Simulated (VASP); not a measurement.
BaTiO3, 5 atoms in the cell. It takes space group Amm2 (No. 38, orthorhombic). Conventional cell: a = 3.984 Å, b = 5.674 Å, c = 5.521 Å, α = 90.00°, β = 90.00°, γ = 90.00°. Ba (site symmetry mm2) has 12 O at 2.72 to 2.84 Å and 8 Ti at 3.37 to 3.47 Å within 3.6 Å. Ti (site symmetry mm2) has 6 O at 1.92 to 2.03 Å within 2.6 Å. Within 2.6 Å of O (site symmetry mm2) lie 2 Ti at 1.99 Å. O (site symmetry m) has 2 Ti at 1.92 to 2.03 Å within 2.6 Å.  This cell differs from its parent crystal: zz strain of -3 %.

* Program: VASP 6.6.1
* Task: electric field gradients
* Functional: PBE
* Potentials or basis: VASP PAW PBE potentials, release 64 (Ba_sv, Ti_sv, O)
* Cutoff: 520 eV
* k mesh: 8 × 8 × 8
* Occupations: fermi-dirac, width 0.05 eV
* Spin: no spin polarisation
* Dipole correction: no
* Further INCAR settings: ALGO = Normal; EDIFF = 1e-08; NBANDS = 28

Potentials or basis: VASP PAW PBE potentials, release 64 (Ba_sv, Ti_sv, O).

Launch:

```console
$ cat potpaw_PBE.64/Ba_sv/POTCAR potpaw_PBE.64/Ti_sv/POTCAR potpaw_PBE.64/O/POTCAR > POTCAR
$ mpirun -np 1 vasp_std > vasp.out
```

Hardware: 1 thread of Oxide Virtual Turin-like Processor, on a shared host.

**Question.** How long does it take, and how much memory?

**Answer.** It took 4.6 min on 1 thread of Oxide Virtual Turin-like Processor (shared host), peak memory 0.27 GiB. Counts: scf iterations 19, k points 105.
